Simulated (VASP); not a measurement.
# V (Im-3m) in VASP: notebook, part 2 of 2

VASP 6.6.1.

## Step 3: Single point, PBEsol, collinear spin, ferromagnetic start (14.13 Å³/atom)

This run uses another cell than the first one, of 14.13 Å³/atom.

Input file INCAR:

```
  PREC = Accurate
  ENCUT = 520
  EDIFF = 1E-7
  ISMEAR = -1
  SIGMA = 0.03
  LREAL = False
  LASPH = True
  NELM = 150
  ALGO = Normal
  ISIF = 2
  LWAVE = False
  LCHARG = False
  ISPIN = 2
  MAGMOM = 1.5
  LORBIT = 11
  LMAXMIX = 4
  GGA = PS
  NBANDS = 16
```

Input file KPOINTS:

```
Automatic mesh
0
Gamma
  19 19 19
```

Input file POSCAR:

```
V
1.0
   -1.5230201596      1.5230201596      1.5230201596
    1.5230201596     -1.5230201596      1.5230201596
    1.5230201596      1.5230201596     -1.5230201596
V
1
Direct
    0.0000000000      0.0000000000      0.0000000000
```

Potentials or basis: VASP PAW PBE potentials, release 64 (V_sv).

Command:

```console
cat potpaw_PBE.64/V_sv/POTCAR > POTCAR
mpirun -np 1 vasp_std > vasp.out
```

OUTCAR:

```text
PREC = Accurate
   ENCUT = 520
   EDIFF = 1E-7
   ISMEAR = -1
   LREAL = False
   LASPH = True
   NELM = 150
   ISIF = 2
   ISPIN = 2
   LORBIT = 11
   GGA = PS

 ion  position               nearest neighbor table
   1  0.000  0.000  0.000-

  LATTYP: Found a body centered cubic cell.
 ALAT       =     3.0460403192

  Lattice vectors:

 A1 = (  -1.5230201596,   1.5230201596,   1.5230201596)
 A2 = (   1.5230201596,  -1.5230201596,   1.5230201596)
 A3 = (   1.5230201596,   1.5230201596,  -1.5230201596)

Analysis of symmetry for initial positions (statically):
=====================================================================
 Subroutine PRICEL returns:
 Original cell was already a primitive cell.

 Routine SETGRP: Setting up the symmetry group for a
 body centered cubic supercell.

 Subroutine GETGRP returns: Found 48 space group operations
 (whereof 48 operations were pure point group operations)
 out of a pool of 48 trial point group operations.

The static configuration has the point symmetry O_h .

Analysis of symmetry for dynamics (positions and initial velocities):
=====================================================================
 Subroutine PRICEL returns:
 Original cell was already a primitive cell.

 Routine SETGRP: Setting up the symmetry group for a
 body centered cubic supercell.

 Subroutine GETGRP returns: Found 48 space group operations
 (whereof 48 operations were pure point group operations)
 out of a pool of 48 trial point group operations.

The dynamic configuration has the point symmetry O_h .

Analysis of structural, dynamic, and magnetic symmetry:
=====================================================================
 Subroutine PRICEL returns:
 Original cell was already a primitive cell.

 Routine SETGRP: Setting up the symmetry group for a
 body centered cubic supercell.

 Subroutine GETGRP returns: Found 48 space group operations
 (whereof 48 operations were pure point group operations)
[... 132 lines left out ...]
  energy-cutoff  :      520.00
  volume of cell :       14.13
 maximum number of plane-waves:       393
   NGX =  9   NGY =  9   NGZ =  9

 number of electron      13.0000002 magnetization       0.0001166

 Free energy of the ion-electron system (eV)
  ---------------------------------------------------
  ext. energy  EPLUGINS =         0.00000000
  ---------------------------------------------------
  free energy    TOTEN  =        -9.58112952 eV

  energy without entropy =       -9.57552546  energy(sigma->0) =       -9.57832749

 E-fermi :   8.9720     XC(G=0): -12.7967

 val. band max:        8.9566822527   @ k =   0.1053   0.0526   0.0526
 cond. band min:       8.9724659749   @ k =  -0.2632   0.3684   0.1053
 fundamental gap:      0.0157837222
 Fermi energy:         8.9720093836

 spin component 1

 k-point     1 :       0.0000    0.0000    0.0000
  band No.  band energies     occupation
      1     -54.5567      1.00000
      2     -28.0301      1.00000
      3     -28.0301      1.00000
      4     -28.0301      1.00000
      5       2.4906      1.00000
      6       9.3796      0.00000
[... 435 lines left out ...]
      5       6.0217      1.00000
      6       8.1515      1.00000
[... 8 lines left out ...]
     15      35.8108      0.00000
     16      36.8680      0.00000

 [... further k-points ...]

 spin component 2

 k-point     1 :       0.0000    0.0000    0.0000
  band No.  band energies     occupation
      1     -54.5566      1.00000
      2     -28.0300      1.00000
      3     -28.0300      1.00000
      4     -28.0300      1.00000
      5       2.4907      1.00000
      6       9.3798      0.00000
[... 435 lines left out ...]
      5       6.0218      1.00000
      6       8.1516      1.00000
[... 8 lines left out ...]
     15      35.8109      0.00000
     16      36.8681      0.00000

 [... further k-points ...]

------------------------ aborting loop because EDIFF is reached ----------------------------------------

  FORCE on cell =-STRESS in cart. coord.  units (eV):
  Direction    XX          YY          ZZ          XY          YZ          ZX
  --------------------------------------------------------------------------------------
  -------------------------------------------------------------------------------------
  Total       -1.2781466     -1.2781466     -1.2781466      0.0000000      0.0000000     -0.0000000
  in kB     -144.9153206   -144.9153206   -144.9153206      0.0000000      0.0000000     -0.0000000
  external PRESSURE =    -144.9153206 kB  Pullay stress =       0.0000000 kB

 VOLUME and BASIS-vectors are now :
 -----------------------------------------------------------------------------
  energy-cutoff  :      520.00
  volume of cell :       14.13
      direct lattice vectors                 reciprocal lattice vectors
    -1.523020160  1.523020160  1.523020160     0.000000000  0.328295063  0.328295063
     1.523020160 -1.523020160  1.523020160     0.328295063  0.000000000  0.328295063
     1.523020160  1.523020160 -1.523020160     0.328295063  0.328295063  0.000000000

 POSITION                                       TOTAL-FORCE (eV/Angst)
 -----------------------------------------------------------------------------------
      0.00000      0.00000      0.00000        -0.000000     -0.000000      0.000000
 -----------------------------------------------------------------------------------
    total drift:                                0.000000     -0.000000      0.000000

  FREE ENERGIE OF THE ION-ELECTRON SYSTEM (eV)
  ---------------------------------------------------
  free  energy   TOTEN  =        -9.5811295165 eV

  energy  without entropy=       -9.5755254575  energy(sigma->0) =       -9.57832749

 total charge

# of ion       s       p       d       tot
------------------------------------------
    1        2.330   6.208   3.040  11.577

 magnetization (x)

# of ion       s       p       d       tot
------------------------------------------
    1        0.000   0.000   0.000   0.000
```

stdout:

```text
POSCAR found type information on POSCAR V
 POSCAR found :  1 types and       1 ions
 scaLAPACK will be used
 -----------------------------------------------------------------------------
|                                                                             |
|                                                                             |
|     You enforced a specific xc type in the INCAR file but a different       |
|     I HOPE YOU KNOW WHAT YOU ARE DOING!                                     |
|                                                                             |
 -----------------------------------------------------------------------------

 LDA part: xc-table for (Slater+PW92), standard interpolation
 POSCAR, INCAR and KPOINTS ok, starting setup
 FFT: planning ... GRIDC
 FFT: planning ... GRID_SOFT
 FFT: planning ... GRID
 WAVECAR not read
 entering main loop
```

Run time: 2 min. Hardware: 1 thread of Intel Xeon 8259CL, shared host; peak memory 0.19 GiB.

What came out:

```yaml
Free_energy: -9.5811 eV
Pressure: -14.5 GPa
Net_moment: 0.00 μB per cell
Valence_electrons_inside_the_program's_atomic_spheres: V 11.58
```

Caveat: the cell stands under tension; the moments typed at the start vanished in this run; the PAW data sets were made with another functional, which shifts forces and pressure a little.
